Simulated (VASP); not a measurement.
Set up this calculation in VASP 6.6.1, as the native input.

```yaml
Task: single point
Functional: PBE
Potentials_or_basis: VASP PAW PBE potentials, release 64 (Zr_sv)
Cutoff: 520 eV
k_mesh: 12 × 12 × 12
Occupations: fermi-dirac, width 0.05 eV
Spin: no spin polarisation
Dipole_correction: no
Further_INCAR_settings: ALGO = Normal; EDIFF = 1e-06; NBANDS = 19
```

The structure of Zr lies in POSCAR:

```
Zr
1.0
    0.0000000000      2.5974724013      2.5974724013
    2.5974724013      0.0000000000      2.5974724013
    2.5974724013      2.5974724013      0.0000000000
Zr
2
Direct
   -0.1250000000     -0.1250000000     -0.1250000000
    0.1250000000      0.1250000000      0.1250000000
```

The input as run:

INCAR

```
SYSTEM = Zr
PREC = Accurate
ENCUT = 520
EDIFF = 1E-6
ISMEAR = -1
SIGMA = 0.05
LREAL = .False.
LASPH = .True.
NELM = 100
ALGO = Normal
ISIF = 2
LWAVE = .False.
LCHARG = .False.
GGA = PE
NBANDS = 19
```

KPOINTS

```
regular mesh
0
Gamma
  12 12 12
  0 0 0
```

Potentials or basis: VASP PAW PBE potentials, release 64 (Zr_sv).

Command:

```console
$ cat potpaw_PBE.64/Zr_sv/POTCAR > POTCAR
$ mpirun -np 1 vasp_std > vasp.out
```

Results of the run:

- Pressure: 65.5 GPa
- Band gap on the k mesh: zero (band 12 reaches 13.59 eV, above the bottom of band 13 at 11.19 eV)

Run time: 34 s on 1 thread of Intel Xeon 6975P-C (shared host), peak memory 0.18 GiB.
